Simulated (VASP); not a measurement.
Input of a VASP 6.6.1 run:

INCAR

```
ALGO = Normal
EDIFF = 1E-6
EDIFFG = -0.02
ENCUT = 600
GGA = PS
IBRION = 2
ISIF = 3
ISMEAR = 0
LASPH = T
LCHARG = F
LREAL = F
LWAVE = F
NELM = 100
NSW = 80
PREC = Accurate
PSTRESS = 450.0
SIGMA = 0.1
```

Contents of KPOINTS:

```
k-points
0
Gamma
  11 11 6
```

Contents of POSCAR:

```
Pt
1.0
    2.7606700000      0.0000000000      0.0000000000
   -1.3803300000      2.3908100000      0.0000000000
    0.0000000000      0.0000000000      4.7921300000
Pt
2
Direct
    0.6666666667      0.3333333333      0.7500000000
    0.3333333333      0.6666666667      0.2500000000
```

Potentials or basis: VASP PAW PBE potentials, release 64 (Pt).

Launch:

```sh
$ cat potpaw_PBE.64/Pt/POTCAR > POTCAR
$ mpirun -np 1 vasp_std > vasp.out
```

Problem. What does it give for the space group after relaxing (to 0.05 Å)?

Solution. P6_3/mmc (No. 194).

Problem. Estimate the relaxed cell.

Solution. a = 2.638 Å, b = 2.638 Å, c = 4.467 Å, α = 90.00°, β = 90.00°, γ = 120.00°.

Problem. Estimate the band gap on the k mesh.

Solution. Zero (band 10 reaches 13.88 eV, above the bottom of band 11 at 12.35 eV).

The path:
```
step  energy change (eV)  largest force (eV/Å)  pressure (GPa)  volume (Å³)
   1              0.0000                0.0000          -10.98        31.63
   2             53.8530                0.0000         2186.64        12.48
   3             -0.0476                0.0000            1.86        30.08
   4              0.0007                0.0000           13.33        29.03
   5              0.4522                0.0000           50.79        26.66
   6              0.3542                0.0000           44.41        26.99
   7              0.3790                0.0000           46.05        26.90
   8              0.3983                0.0000           47.08        26.80
   9              0.3845                0.0000           46.52        26.84
  10              0.2810                0.0000           39.39        27.22
  11              0.3619                0.0000           45.01        26.91
```

Caveat: the cell is relaxed towards a set pressure, so the enthalpy falls and the energy may rise; the PAW data sets were made with another functional, which shifts forces and pressure a little; spin-orbit coupling is left out, which moves the levels of the heavy elements.
